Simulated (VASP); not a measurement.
Here is a VASP 6.6.1 calculation.

POSCAR

```
SiC
1.0
    3.0760000000      0.0000000000      0.0000000000
   -1.5380000000      2.6638941420      0.0000000000
    0.0000000000      0.0000000000      5.0480000000
Si C
2 2
Direct
    0.6666666667      0.3333333333      0.5000000000
    0.3333333333      0.6666666667      0.0000000000
    0.6666666667      0.3333333333      0.8850000000
    0.3333333333      0.6666666667      0.3850000000
```

File INCAR.step1:

```
  ALGO = Normal
  EDIFF = 1E-5
  ENCUT = 520
  GGA = PE
  ISIF = 2
  ISMEAR = -1
  LASPH = T
  LREAL = F
  LWAVE = T
  NBANDS = 16
  NELM = 60
  PREC = Accurate
  SIGMA = 0.05
```

File INCAR.step2:

```
  AEXX = 0.25
  ALGO = Normal
  EDIFF = 1E-7
  ENCUT = 520
  GGA = PE
  HFSCREEN = 0.6
  ISIF = 2
  ISMEAR = -1
  ISTART = 1
  LASPH = T
  LCHARG = T
  LELF = T
  LHFCALC = T
  LREAL = F
  LVHAR = T
  LWAVE = F
  NBANDS = 16
  NELM = 60
  PREC = Accurate
  PRECFOCK = Normal
  SIGMA = 0.05
```

The input KPOINTS:

```
k-points
0
Gamma
  5 5 3
```

Potentials or basis: VASP PAW PBE potentials, release 64 (Si, C).

Launch:

```sh
$ cat potpaw_PBE.64/Si/POTCAR potpaw_PBE.64/C/POTCAR > POTCAR
$ cp INCAR.step1 INCAR
$ mpirun -np 1 vasp_std > vasp.out
$ cp INCAR.step2 INCAR
$ mpirun -np 1 vasp_std > vasp.out
```

(1) Estimate the pressure.

(2) Estimate the largest force.

## Answers

(1) 0.4 GPa.

(2) 0.749 eV/Å.

Caveat: the k points lie up to 0.47 Å⁻¹ apart; the PAW data sets were made with another functional, which shifts forces and pressure a little.
